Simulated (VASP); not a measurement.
# CsCaF4 (P4/mmm) in VASP: density of states with PBE

Aim: the density of states of CsCaF4 with PBE.

Everything below comes from runs of VASP 6.6.1. Logs are shortened: lines on timing, memory, paths and dates and some standing lists are left out, and cuts for length are marked.

## 1. The cell of the first run

It takes space group P4/mmm (No. 123, tetragonal). The conventional cell has a = 3.856 Å, b = 3.856 Å, c = 6.647 Å, α = 90.00°, β = 90.00°, γ = 90.00°. Cs (site symmetry 4/mmm) has 16 F at 3.10 to 3.84 Å and 4 Cs at 3.86 Å within 4.1 Å. Within 2.4 Å of Ca (site symmetry 4/mmm) lie 6 F at 1.84 to 1.93 Å. F (site symmetry mmm) has 2 Ca at 1.93 Å within 2.6 Å. Within 2.4 Å of F (site symmetry 4mm) lie 1 Ca at 1.84 Å.

## 2. Density of states, PBE

File POSCAR:

```
CsCaF4
1.0
    3.8564170000      0.0000000000      0.0000000000
    0.0000000000      3.8564170000      0.0000000000
    0.0000000000      0.0000000000      6.6470650000
Cs Ca F
1 1 4
Direct
    0.5000000000      0.5000000000      0.5000000000
    0.0000000000      0.0000000000      0.0000000000
    0.5000000000      0.0000000000      0.0000000000
    0.0000000000      0.5000000000      0.0000000000
    0.0000000000      0.0000000000      0.2770000000
    0.0000000000      0.0000000000      0.7230000000
```

File INCAR.step1:

```
PREC = Accurate ; ENCUT = 520
EDIFF = 1E-6 ; ISMEAR = -1
SIGMA = 0.1322 ; LREAL = False
LASPH = True ; NELM = 60
ALGO = Normal ; ISIF = 2
LWAVE = False ; LCHARG = True
GGA = PE ; NBANDS = 32
```

File KPOINTS.step1:

```
Automatic mesh
0
Gamma
  9 9 5
```

File INCAR.step2:

```
PREC = Accurate ; ENCUT = 520
EDIFF = 1E-6 ; ISMEAR = -5
SIGMA = 0.1322 ; LREAL = False
LASPH = True ; NELM = 60
ALGO = Normal ; ISIF = 2
LWAVE = False ; LCHARG = False
GGA = PE ; LORBIT = 11
NBANDS = 32 ; NEDOS = 2001
ICHARG = 11
```

File KPOINTS.step2:

```
Automatic mesh
0
Gamma
  14 14 8
```

Potentials or basis: VASP PAW PBE potentials, release 64 (Cs_sv, Ca_sv, F).

Launch:

```
> cat potpaw_PBE.64/Cs_sv/POTCAR potpaw_PBE.64/Ca_sv/POTCAR potpaw_PBE.64/F/POTCAR > POTCAR
> cp INCAR.step1 INCAR
> cp KPOINTS.step1 KPOINTS
> mpirun -np 1 vasp_std > vasp.out
> cp INCAR.step2 INCAR
> cp KPOINTS.step2 KPOINTS
> mpirun -np 1 vasp_std > vasp.out
```

OUTCAR:

```text
PREC = Accurate
   ENCUT = 520
   EDIFF = 1E-6
   ISMEAR = -5
   LREAL = False
   LASPH = True
   NELM = 60
   ISIF = 2
   GGA = PE
   LORBIT = 11
   ICHARG = 11

 ion  position               nearest neighbor table
   1  0.500  0.500  0.500-
   2  0.000  0.000  0.000-   5 1.84   6 1.84   3 1.93   4 1.93   4 1.93   3 1.93
   3  0.500  0.000  0.000-   2 1.93   2 1.93
   4  0.000  0.500  0.000-   2 1.93   2 1.93
   5  0.000  0.000  0.277-   2 1.84
   6  0.000  0.000  0.723-   2 1.84

  LATTYP: Found a simple tetragonal cell.
 ALAT       =     3.8564170000
 C/A-ratio  =     1.7236375112

  Lattice vectors:

 A1 = (   3.8564170000,   0.0000000000,   0.0000000000)
 A2 = (   0.0000000000,   3.8564170000,   0.0000000000)
 A3 = (   0.0000000000,   0.0000000000,   6.6470650000)

Analysis of symmetry for initial positions (statically):
=====================================================================
 Subroutine PRICEL returns:
 Original cell was already a primitive cell.

 Routine SETGRP: Setting up the symmetry group for a
 simple tetragonal supercell.

 Subroutine GETGRP returns: Found 16 space group operations
 (whereof 16 operations were pure point group operations)
 out of a pool of 16 trial point group operations.

The static configuration has the point symmetry D_4h.

Analysis of symmetry for dynamics (positions and initial velocities):
=====================================================================
 Subroutine PRICEL returns:
 Original cell was already a primitive cell.

 Routine SETGRP: Setting up the symmetry group for a
 simple tetragonal supercell.

 Subroutine GETGRP returns: Found 16 space group operations
 (whereof 16 operations were pure point group operations)
 out of a pool of 16 trial point group operations.

The dynamic configuration has the point symmetry D_4h.

 Subroutine INISYM returns: Found 16 space group operations
 (whereof 16 operations are pure point group operations),
 and found     1 'primitive' translations

----------------------------------------------------------------------------------------

                                     Primitive cell

  volume of cell :      98.8548

  direct lattice vectors                    reciprocal lattice vectors
     3.856417000  0.000000000  0.000000000     0.259308057  0.000000000  0.000000000
     0.000000000  3.856417000  0.000000000     0.000000000  0.259308057  0.000000000
     0.000000000  0.000000000  6.647065000     0.000000000  0.000000000  0.150442338

  length of vectors
     3.856417000  3.856417000  6.647065000     0.259308057  0.259308057  0.150442338

  position of ions in fractional coordinates (direct lattice)
     0.500000000  0.500000000  0.500000000
     0.000000000  0.000000000  0.000000000
     0.500000000  0.000000000  0.000000000
     0.000000000  0.500000000  0.000000000
     0.000000000  0.000000000  0.277000000
     0.000000000  0.000000000  0.723000000

  ion indices of the primitive-cell ions
   primitive index   ion index
                 1           1
                 2           2
                 3           3
                 4           4
                 5           5
                 6           6

----------------------------------------------------------------------------------------

 KPOINTS: Automatic mesh

Automatic generation of k-mesh.
 Grid dimensions read from file:
 generate k-points for:   14   14    8

 Generating k-lattice:

  Cartesian coordinates                     Fractional coordinates (reciprocal lattice)
     0.018522004  0.000000000  0.000000000     0.071428571  0.000000000  0.000000000
     0.000000000  0.018522004  0.000000000     0.000000000  0.071428571  0.000000000
     0.000000000  0.000000000  0.018805292     0.000000000  0.000000000  0.125000000

  Length of vectors
     0.018522004  0.018522004  0.018805292

  Shift w.r.t. Gamma in fractional coordinates (k-lattice)
     0.000000000  0.000000000  0.000000000

 TETIRR: Found   2352 inequivalent tetrahedra from     9408

 Subroutine IBZKPT returns following result:
 ===========================================

 Found    180 irreducible k-points:

 Following reciprocal coordinates:
            Coordinates               Weight
  0.000000  0.000000  0.000000      1.000000
  0.071429  0.000000  0.000000      4.000000
  0.142857  0.000000  0.000000      4.000000
  0.214286  0.000000  0.000000      4.000000
  0.285714  0.000000  0.000000      4.000000
  0.357143  0.000000  0.000000      4.000000
[... 16 lines left out ...]
  0.285714  0.214286  0.000000      8.000000
  0.357143  0.214286  0.000000      8.000000
 [... further k-points ...]
   k-points           NKPTS =    180   k-points in BZ     NKDIM =    180   number of bands    NBANDS=     32
   number of dos      NEDOS =   2001   number of ions     NIONS =      6
   total plane-waves  NPLWV =  45000
   dimension x,y,z NGX =    30 NGY =   30 NGZ =   50
   dimension x,y,z NGXF=    60 NGYF=   60 NGZF=  100
   ions per type =               1   1   4
   NGX,Y,Z   is equivalent  to a cutoff of  12.93, 12.93, 12.51 a.u.
   NGXF,Y,Z  is equivalent  to a cutoff of  25.87, 25.87, 25.01 a.u.
 SYSTEM =  unknown system
   PREC   = accura    normal or accurate (medium, high low for compatibility)
   ISTART =      0    job   : 0-new  1-cont  2-samecut
   ICHARG =     11    charge: 1-file 2-atom 10-const
   ISPIN  =      1    spin polarized calculation?
   LNONCOLLINEAR =      F non collinear calculations
   LSORBIT =      F    spin-orbit coupling
   LASPH  =      T    aspherical Exc in radial PAW
   ENCUT  =  520.0 eV  38.22 Ry    6.18 a.u.   7.17  7.17 12.36*2*pi/ulx,y,z
   NELM   =     60;   NELMIN=  2; NELMDL=  0     # of ELM steps
   EDIFF  = 0.1E-05   stopping-criterion for ELM
   LREAL  =      F    real-space projection
   EDIFFG = 0.1E-04   stopping-criterion for IOM
   NSW    =      0    number of steps for IOM
   IBRION =     -1    ionic relax: 0-MD 1-quasi-New 2-CG
   NFREE  =      0    steps in history (QN), initial steepest desc. (CG)
   ISIF   =      2    stress and relaxation
   ISYM   =      2    0-nonsym 1-usesym 2-fastsym
   POTIM  = 0.5000    time-step for ionic-motion
   TEBEG  =    0.0;   TEEND  =   0.0 temperature during run
   PSTRESS=    0.0 pullay stress
   NELECT =      47.0000    total number of electrons
   NUPDOWN=      -1.0000    fix difference up-down
   EMIN   =  10.00;   EMAX   =-10.00  energy-range for DOS
   EFERMI =   0.00;   METHOD = LEGACY
   ISMEAR =    -5;   SIGMA  =   0.13  broadening in eV -4-tet -1-fermi 0-gaus
   EFERMI_NEDOS =   21; number of points for ismear=-14 and -15
   IALGO  =     38    algorithm
   IMIX   =      4    mixing-type and parameters
     AMIX     =   0.40;   BMIX     =  1.00
     AMIX_MAG =   1.60;   BMIX_MAG =  1.00
  volume/ion in A,a.u.               =      16.48       111.18
  Fermi-wavevector in a.u.,A,eV,Ry     =   1.277737  2.414573 22.213034  1.632612
  Thomas-Fermi vector in A             =   2.410320
   LORBIT       =     11    0 simple, 1 ext, 2 COOP (PROOUT), +10 PAW based schemes
   GGA     = PE    functional components
   LHFCALC =     F    Hartree Fock is set to
   AEXX    =    0.0000 exact exchange contribution
   IVDW    =     0    specifies the selected vdW correction
   LEPSILON=     F    determine dielectric tensor
   LRPA    =     F    only Hartree local field effects (RPA)
 non-spin polarized calculation
 Fermi weights with tetrahedron method with Bloechl corrections
  energy-cutoff  :      520.00
  volume of cell :       98.85
 maximum number of plane-waves:      2688
 NGX is ok and might be reduce to    30

 number of electron      47.0000024 magnetization

 Free energy of the ion-electron system (eV)
  ---------------------------------------------------
  ext. energy  EPLUGINS =         0.00000000
  ---------------------------------------------------
  free energy    TOTEN  =       -22.33112106 eV

  energy without entropy =      -22.33112106  energy(sigma->0) =      -22.33112106

 E-fermi :  -1.6287     XC(G=0):  -9.1766

 val. band max:       -1.6201225818   @ k =   0.2857   0.0000   0.1250
 cond. band min:      -1.6275477349   @ k =   0.2857   0.2143   0.1250
 fundamental gap:     -0.0074251531
 Fermi energy:        -1.6286765500

 k-point     1 :       0.0000    0.0000    0.0000
  band No.  band energies     occupation
      1     -35.4637      2.00000
      2     -22.6691      2.00000
      3     -21.7589      2.00000
      4     -21.7196      2.00000
      5     -21.5683      2.00000
      6     -19.5716      2.00000
[... 24 lines left out ...]
     31      10.4967      0.00000
     32      10.5087      0.00000

 k-point     2 :       0.0714    0.0000    0.0000
  band No.  band energies     occupation
      1     -35.4609      2.00000
      2     -22.6682      2.00000
      3     -21.7860      2.00000
      4     -21.7433      2.00000
      5     -21.5896      2.00000
      6     -19.5701      2.00000
[... 24 lines left out ...]
     31      10.0604      0.00000
     32      10.4907      0.00000
[... 733 lines left out ...]
     31      10.2979      0.00000
     32      10.3059      0.00000

 k-point    24 :       0.3571    0.2143    0.0000
  band No.  band energies     occupation
      1     -35.3952      2.00000
      2     -22.6471      2.00000
      3     -22.6353      2.00000
      4     -22.1862      2.00000
      5     -21.6326      2.00000
      6     -19.5006      2.00000
[... 24 lines left out ...]
     31      10.3914      0.00000
     32      10.5423      0.00000

 [... further k-points ...]
[... 5 lines left out ...]
  --------------------------------------------------------------------------------------
  -------------------------------------------------------------------------------------
  Total       16.3162452     16.3162452     21.3891677      0.0000000      0.0000000      0.0000000
  in kB      264.4435035    264.4435035    346.6622611      0.0000000      0.0000000      0.0000000
  external PRESSURE =     291.8497560 kB  Pullay stress =       0.0000000 kB

 VOLUME and BASIS-vectors are now :
 -----------------------------------------------------------------------------
  energy-cutoff  :      520.00
  volume of cell :       98.85
      direct lattice vectors                 reciprocal lattice vectors
     3.856417000  0.000000000  0.000000000     0.259308057  0.000000000  0.000000000
     0.000000000  3.856417000  0.000000000     0.000000000  0.259308057  0.000000000
     0.000000000  0.000000000  6.647065000     0.000000000  0.000000000  0.150442338

 POSITION                                       TOTAL-FORCE (eV/Angst)
 -----------------------------------------------------------------------------------
      1.92821      1.92821      3.32353         0.000000      0.000000      0.000000
      0.00000      0.00000      0.00000         0.000000      0.000000      0.000000
      1.92821      0.00000      0.00000         0.000000      0.000000      0.000000
      0.00000      1.92821      0.00000         0.000000      0.000000      0.000000
      0.00000      0.00000      1.84124        -0.000000     -0.000000      6.242756
      0.00000      0.00000      4.80583         0.000000      0.000000     -6.242756
 -----------------------------------------------------------------------------------
    total drift:                                0.000000     -0.000000      0.000000

  FREE ENERGIE OF THE ION-ELECTRON SYSTEM (eV)
  ---------------------------------------------------
  free  energy   TOTEN  =       -22.3311210552 eV

  energy  without entropy=      -22.3311210552  energy(sigma->0) =      -22.33112106

 total charge

# of ion       s       p       d       tot
------------------------------------------
    1        1.834   4.728   0.025   6.586
    2        2.105   5.970   0.754   8.830
    3        1.755   4.374   0.000   6.129
    4        1.755   4.374   0.000   6.129
    5        1.752   4.321   0.000   6.073
    6        1.752   4.321   0.000   6.073
--------------------------------------------------
tot         10.953  28.088   0.779  39.820
```

Run time: 10 min. Hardware: 1 thread of Intel Xeon 6975P-C, shared host; peak memory 0.57 GiB.

Results:

| Property | Result |
| --- | --- |
| Valence electrons inside the program's atomic spheres | Cs 6.59; Ca 8.83; F 6.13, 6.07 |

Levels at points of the mesh, in eV from the Fermi level:
```tsv
k point	band 22	band 23	band 24	band 25	band 26	band 27
(0.00, 0.00, 0.00)	0.09	0.13	0.13	7.30	7.45	8.29
(0.50, 0.00, 0.00)	-0.35	0.05	0.12	8.26	8.79	9.33
(0.50, 0.50, 0.00)	-0.44	-0.19	0.07	8.68	9.87	9.87
(0.00, 0.00, 0.50)	-0.65	0.13	0.13	7.36	8.24	9.28
(0.50, 0.00, 0.50)	-0.48	-0.31	0.12	8.20	8.38	9.91
(0.50, 0.50, 0.50)	-0.29	-0.29	-0.19	8.89	9.64	9.64
```

Caveat: spin-orbit coupling is left out, which moves the levels of the heavy elements; an odd number of electrons without spin polarisation forces a metal; a magnetic or distorted state may lie lower; tetrahedron occupations give inexact forces and stress in metals.
